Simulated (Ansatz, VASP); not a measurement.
One calculation of GeBr, two programs

```
Ge Br
1.0
     3.08470    0.00000    0.00000
    -1.54235    2.67143    0.00000
     0.00000    0.00000    6.62621
Ge Br
1 1
Direct
  0.00000 0.00000 0.00000
  0.00000 0.00000 0.50000
```

Alike in both runs: task relaxation of cell and atoms; functional PBE; k mesh 6 × 6 × 4; occupations gaussian, width 0.1 eV; no spin polarisation.

|  | VASP | Ansatz |
| --- | --- | --- |
| version | VASP 6.6.1 | Ansatz 0.2.0 |
| potentials or method | VASP PAW PBE potentials, release 64 (Ge_d, Br), cutoff 600 eV | scalar-relativistic, plane waves, PAW |
| valence electrons in the cell | 21 | 21 |

|  | VASP | Ansatz | Ansatz less VASP |
| --- | --- | --- | --- |
| gap on the k mesh at the Fermi level, each at its own relaxed structure (eV) | none | none | - |
| relaxed volume (Å³/atom) | 25.37 | 25.98 | +0.608 |
| relaxed cell length with the largest relative difference (Å) | 3.273 | 3.342 | +0.0691 |

A gap of «none» marks a metal or a gap that the smearing closes.

The k mesh is coarse, so the values compare programs but aren't converged.
